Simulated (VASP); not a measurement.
# CdF2 (Fm-3m) in VASP: notebook

Aim: see how the results for CdF2 move with the level of theory and the settings. Levels: PBE, r2SCAN. Tasks: single point.

All numbers are computed with VASP 6.6.1; they aren't measurements. Logs are shortened: lines on timing, memory, paths and dates and some standing lists are left out, and cuts for length are marked.

## 1. The cell of the first run

Symmetry: Fm-3m, No. 225, cubic system. The conventional cell has a = 5.565 Å, b = 5.565 Å, c = 5.565 Å, α = 90.00°, β = 90.00°, γ = 90.00°. Within 3.2 Å of Cd (site symmetry m-3m) lie 8 F at 2.41 Å. Within 3.2 Å of F (site symmetry -43m) lie 4 Cd at 2.41 Å and 6 F at 2.78 Å.

## 2. Single point, PBE (strain +3.7%)

INCAR

```
SYSTEM = CdF2
PREC     = Accurate       ! precision mode
ENCUT    = 520            ! plane-wave cutoff, eV
EDIFF    = 1E-7           ! SCF threshold, eV
ISMEAR   = -1             ! smearing method
SIGMA    = 0.02           ! smearing width, eV
LREAL    = .FALSE.        ! projectors in reciprocal space
LASPH    = .TRUE.         ! aspherical terms in the spheres
NELM     = 80             ! most SCF steps
ALGO     = Normal         ! electronic algorithm
ISIF     = 2              ! what is computed and relaxed
LWAVE    = .FALSE.        ! write WAVECAR
LCHARG   = .FALSE.        ! write CHGCAR
GGA      = PE             ! functional
NBANDS   = 20             ! bands
```

KPOINTS

```
Automatic mesh
0
G
  8 8 8
  0 0 0
```

POSCAR

```
CdF2
1.0
    0.0000000000      2.7826412703      2.7826412703
    2.7826412703      0.0000000000      2.7826412703
    2.7826412703      2.7826412703      0.0000000000
Cd F
1 2
Direct
    0.0000000000      0.0000000000      0.0000000000
    0.2500000000      0.2500000000      0.2500000000
    0.7500000000      0.7500000000      0.7500000000
```

Potentials or basis: VASP PAW PBE potentials, release 64 (Cd, F).

The run is started by

```bash
$ cat potpaw_PBE.64/Cd/POTCAR potpaw_PBE.64/F/POTCAR > POTCAR
$ mpirun -np 1 vasp_std > vasp.out
```

OUTCAR:

```text
SYSTEM = CdF2
   PREC = Accurate
   ENCUT = 520
   EDIFF = 1E-7
   ISMEAR = -1
   LREAL = .FALSE.
   LASPH = .TRUE.
   NELM = 80
   ISIF = 2
   GGA = PE

 ion  position               nearest neighbor table
   1  0.000  0.000  0.000-   3 2.41   3 2.41   3 2.41   2 2.41   2 2.41   2 2.41   3 2.41   2 2.41

   2  0.250  0.250  0.250-   1 2.41   1 2.41   1 2.41   1 2.41
   3  0.750  0.750  0.750-   1 2.41   1 2.41   1 2.41   1 2.41

  LATTYP: Found a face centered cubic cell.
 ALAT       =     5.5652825406

  Lattice vectors:

 A1 = (   0.0000000000,   2.7826412703,   2.7826412703)
 A2 = (   2.7826412703,   0.0000000000,   2.7826412703)
 A3 = (   2.7826412703,   2.7826412703,   0.0000000000)

Analysis of symmetry for initial positions (statically):
=====================================================================
 Subroutine PRICEL returns:
 Original cell was already a primitive cell.

 Routine SETGRP: Setting up the symmetry group for a
 face centered cubic supercell.

 Subroutine GETGRP returns: Found 48 space group operations
 (whereof 48 operations were pure point group operations)
 out of a pool of 48 trial point group operations.

The static configuration has the point symmetry O_h .

Analysis of symmetry for dynamics (positions and initial velocities):
=====================================================================
 Subroutine PRICEL returns:
 Original cell was already a primitive cell.

 Routine SETGRP: Setting up the symmetry group for a
 face centered cubic supercell.

 Subroutine GETGRP returns: Found 48 space group operations
 (whereof 48 operations were pure point group operations)
 out of a pool of 48 trial point group operations.

The dynamic configuration has the point symmetry O_h .

 Subroutine INISYM returns: Found 48 space group operations
 (whereof 48 operations are pure point group operations),
 and found     1 'primitive' translations

----------------------------------------------------------------------------------------

                                     Primitive cell

  volume of cell :      43.0925

  direct lattice vectors                    reciprocal lattice vectors
     0.000000000  2.782641270  2.782641270    -0.179685397  0.179685397  0.179685397
     2.782641270  0.000000000  2.782641270     0.179685397 -0.179685397  0.179685397
     2.782641270  2.782641270  0.000000000     0.179685397  0.179685397 -0.179685397

  length of vectors
     3.935249024  3.935249024  3.935249024     0.311224236  0.311224236  0.311224236

  position of ions in fractional coordinates (direct lattice)
     0.000000000  0.000000000  0.000000000
     0.250000000  0.250000000  0.250000000
     0.750000000  0.750000000  0.750000000

  ion indices of the primitive-cell ions
   primitive index   ion index
                 1           1
                 2           2
                 3           3

----------------------------------------------------------------------------------------

 KPOINTS: Automatic mesh

Automatic generation of k-mesh.
 Grid dimensions read from file:
 generate k-points for:    8    8    8

 Generating k-lattice:

  Cartesian coordinates                     Fractional coordinates (reciprocal lattice)
    -0.022460675  0.022460675  0.022460675     0.125000000  0.000000000  0.000000000
     0.022460675 -0.022460675  0.022460675     0.000000000  0.125000000  0.000000000
     0.022460675  0.022460675 -0.022460675     0.000000000  0.000000000  0.125000000

  Length of vectors
     0.038903030  0.038903030  0.038903030

  Shift w.r.t. Gamma in fractional coordinates (k-lattice)
     0.000000000  0.000000000  0.000000000

 Subroutine IBZKPT returns following result:
 ===========================================

 Found     29 irreducible k-points:

 Following reciprocal coordinates:
            Coordinates               Weight
  0.000000  0.000000  0.000000      1.000000
  0.125000  0.000000  0.000000      8.000000
  0.250000  0.000000  0.000000      8.000000
  0.375000  0.000000  0.000000      8.000000
  0.500000  0.000000  0.000000      4.000000
  0.125000  0.125000  0.000000      6.000000
[... 16 lines left out ...]
  0.500000  0.250000  0.125000     48.000000
 -0.375000  0.250000  0.125000     24.000000
 [... further k-points ...]
   k-points           NKPTS =     29   k-points in BZ     NKDIM =     29   number of bands    NBANDS=     20
   number of dos      NEDOS =    301   number of ions     NIONS =      3
   total plane-waves  NPLWV =  27000
   dimension x,y,z NGX =    30 NGY =   30 NGZ =   30
   dimension x,y,z NGXF=    60 NGYF=   60 NGZF=   60
   ions per type =               1   2
   NGX,Y,Z   is equivalent  to a cutoff of  12.67, 12.67, 12.67 a.u.
   NGXF,Y,Z  is equivalent  to a cutoff of  25.35, 25.35, 25.35 a.u.
 SYSTEM =  CdF2
   PREC   = accura    normal or accurate (medium, high low for compatibility)
   ISTART =      0    job   : 0-new  1-cont  2-samecut
   ICHARG =      2    charge: 1-file 2-atom 10-const
   ISPIN  =      1    spin polarized calculation?
   LNONCOLLINEAR =      F non collinear calculations
   LSORBIT =      F    spin-orbit coupling
   LASPH  =      T    aspherical Exc in radial PAW
   ENCUT  =  520.0 eV  38.22 Ry    6.18 a.u.   7.32  7.32  7.32*2*pi/ulx,y,z
   NELM   =     80;   NELMIN=  2; NELMDL= -5     # of ELM steps
   EDIFF  = 0.1E-06   stopping-criterion for ELM
   LREAL  =      F    real-space projection
   EDIFFG = 0.1E-05   stopping-criterion for IOM
   NSW    =      0    number of steps for IOM
   IBRION =     -1    ionic relax: 0-MD 1-quasi-New 2-CG
   NFREE  =      0    steps in history (QN), initial steepest desc. (CG)
   ISIF   =      2    stress and relaxation
   ISYM   =      2    0-nonsym 1-usesym 2-fastsym
   POTIM  = 0.5000    time-step for ionic-motion
   TEBEG  =    0.0;   TEEND  =   0.0 temperature during run
   PSTRESS=    0.0 pullay stress
   NELECT =      26.0000    total number of electrons
   NUPDOWN=      -1.0000    fix difference up-down
   EMIN   =  10.00;   EMAX   =-10.00  energy-range for DOS
   EFERMI =   0.00;   METHOD = LEGACY
   ISMEAR =    -1;   SIGMA  =   0.02  broadening in eV -4-tet -1-fermi 0-gaus
   EFERMI_NEDOS =   21; number of points for ismear=-14 and -15
   IALGO  =     38    algorithm
   IMIX   =      4    mixing-type and parameters
     AMIX     =   0.40;   BMIX     =  1.00
     AMIX_MAG =   1.60;   BMIX_MAG =  1.00
  volume/ion in A,a.u.               =      14.36        96.93
  Fermi-wavevector in a.u.,A,eV,Ry     =   1.383350  2.614152 26.036885  1.913657
  Thomas-Fermi vector in A             =   2.507956
   LORBIT       =      0    0 simple, 1 ext, 2 COOP (PROOUT), +10 PAW based schemes
   GGA     = PE    functional components
   LHFCALC =     F    Hartree Fock is set to
   AEXX    =    0.0000 exact exchange contribution
   IVDW    =     0    specifies the selected vdW correction
   LEPSILON=     F    determine dielectric tensor
   LRPA    =     F    only Hartree local field effects (RPA)
 non-spin polarized calculation
  energy-cutoff  :      520.00
  volume of cell :       43.09
 maximum number of plane-waves:      1211
 NGX is ok and might be reduce to    30
   NGX = 15   NGY = 15   NGZ = 15

 number of electron      26.0000010 magnetization

 Free energy of the ion-electron system (eV)
  ---------------------------------------------------
  ext. energy  EPLUGINS =         0.00000000
  ---------------------------------------------------
  free energy    TOTEN  =       -10.89048654 eV

  energy without entropy =      -10.89048654  energy(sigma->0) =      -10.89048654

 E-fermi :  -1.4454     XC(G=0):  -9.8944

 val. band max:       -1.9868592434   @ k =  -0.2500   0.5000   0.2500
 cond. band min:       0.7397379085   @ k =   0.0000   0.0000   0.0000
 fundamental gap:      2.7265971518
 Fermi energy:        -1.4454108067

 k-point     1 :       0.0000    0.0000    0.0000
  band No.  band energies     occupation
      1     -22.3053      2.00000
      2     -21.4459      2.00000
      3      -7.3884      2.00000
      4      -7.3884      2.00000
      5      -7.3884      2.00000
      6      -6.5587      2.00000
[... 12 lines left out ...]
     19      17.2039      0.00000
     20      17.2039      0.00000

 k-point     2 :       0.1250    0.0000    0.0000
  band No.  band energies     occupation
      1     -22.2670      2.00000
      2     -21.4784      2.00000
      3      -7.3438      2.00000
      4      -7.3438      2.00000
      5      -7.2624      2.00000
      6      -6.5690      2.00000
[... 12 lines left out ...]
     19      16.7838      0.00000
     20      16.7838      0.00000

 k-point     3 :       0.2500    0.0000    0.0000
  band No.  band energies     occupation
      1     -22.1611      2.00000
      2     -21.5704      2.00000
      3      -7.2439      2.00000
      4      -7.2439      2.00000
      5      -6.9323      2.00000
      6      -6.5745      2.00000
[... 12 lines left out ...]
     19      16.1164      0.00000
     20      16.5731      0.00000

 k-point     4 :       0.3750    0.0000    0.0000
  band No.  band energies     occupation
      1     -22.0159      2.00000
      2     -21.7005      2.00000
      3      -7.1663      2.00000
      4      -7.1663      2.00000
      5      -6.5467      2.00000
      6      -6.5372      2.00000
[... 12 lines left out ...]
     19      15.6633      0.00000
     20      16.2209      0.00000

 k-point     5 :       0.5000    0.0000    0.0000
  band No.  band energies     occupation
      1     -21.8804      2.00000
      2     -21.8298      2.00000
      3      -7.1444      2.00000
      4      -7.1444      2.00000
      5      -6.5040      2.00000
      6      -6.5040      2.00000
[... 12 lines left out ...]
     19      15.5104      0.00000
     20      15.9388      0.00000
[... 353 lines left out ...]
      6      -6.4727      2.00000
[... 12 lines left out ...]
     19      16.4882      0.00000
     20      18.9463      0.00000

 k-point    22 :       0.3750    0.2500    0.1250
  band No.  band energies     occupation
      1     -22.0887      2.00000
      2     -21.6280      2.00000
      3      -7.1224      2.00000
      4      -7.1100      2.00000
      5      -6.7595      2.00000
      6      -6.7125      2.00000
[... 12 lines left out ...]
     19      16.7543      0.00000
     20      18.7642      0.00000

 k-point    23 :       0.5000    0.2500    0.1250
  band No.  band energies     occupation
      1     -21.9721      2.00000
      2     -21.7288      2.00000
      3      -7.0508      2.00000
      4      -7.0044      2.00000
      5      -6.6823      2.00000
      6      -6.5348      2.00000
[... 12 lines left out ...]
     19      16.2193      0.00000
     20      18.9332      0.00000

 k-point    24 :      -0.3750    0.2500    0.1250
  band No.  band energies     occupation
      1     -21.8599      2.00000
      2     -21.8345      2.00000
      3      -7.0291      2.00000
      4      -6.9771      2.00000
      5      -6.5686      2.00000
      6      -6.5643      2.00000
[... 12 lines left out ...]
     19      16.0204      0.00000
     20      19.4049      0.00000

 [... further k-points ...]
[... 5 lines left out ...]
  --------------------------------------------------------------------------------------
  -------------------------------------------------------------------------------------
  Total       -0.9247256     -0.9247256     -0.9247256     -0.0000000     -0.0000000     -0.0000000
  in kB      -34.3812621    -34.3812621    -34.3812621     -0.0000000     -0.0000000     -0.0000000
  external PRESSURE =     -34.3812621 kB  Pullay stress =       0.0000000 kB

 VOLUME and BASIS-vectors are now :
 -----------------------------------------------------------------------------
  energy-cutoff  :      520.00
  volume of cell :       43.09
      direct lattice vectors                 reciprocal lattice vectors
     0.000000000  2.782641270  2.782641270    -0.179685397  0.179685397  0.179685397
     2.782641270  0.000000000  2.782641270     0.179685397 -0.179685397  0.179685397
     2.782641270  2.782641270  0.000000000     0.179685397  0.179685397 -0.179685397

 POSITION                                       TOTAL-FORCE (eV/Angst)
 -----------------------------------------------------------------------------------
      0.00000      0.00000      0.00000         0.000000      0.000000      0.000000
      1.39132      1.39132      1.39132        -0.000000     -0.000000     -0.000000
      4.17396      4.17396      4.17396         0.000000      0.000000      0.000000
 -----------------------------------------------------------------------------------
    total drift:                                0.000000     -0.000000      0.000000

  FREE ENERGIE OF THE ION-ELECTRON SYSTEM (eV)
  ---------------------------------------------------
  free  energy   TOTEN  =       -10.8904865449 eV

  energy  without entropy=      -10.8904865449  energy(sigma->0) =      -10.89048654
```

It took 23 s on 1 thread of Intel Xeon Platinum 8488C (Sapphire Rapids), shared host; peak memory 0.17 GiB.

What came out:

```yaml
Free_energy: -10.8905 eV
Pressure: -3.4 GPa
Band_gap_on_the_k_mesh: 2.73 eV, indirect (least direct gap 3.33 eV)
```

Levels at points of the mesh, in eV from the valence-band top:
```tsv
k point	band 10	band 11	band 12	band 13	band 14	band 15	band 16	band 17
(0.00, 0.00, 0.00)	-0.75	-0.60	-0.60	-0.60	2.73	12.22	12.22	12.22
(0.50, 0.00, 0.00)	-1.51	-1.51	-0.45	-0.45	6.45	8.82	13.65	13.65
(0.50, 0.50, 0.00)	-2.48	-0.34	-0.08	-0.08	7.21	9.13	11.70	13.42
```

Caveat: the cell differs from its parent crystal (strain +3.7%). A k mesh can miss the band edges.

(Part 1 of 2 ends here.)
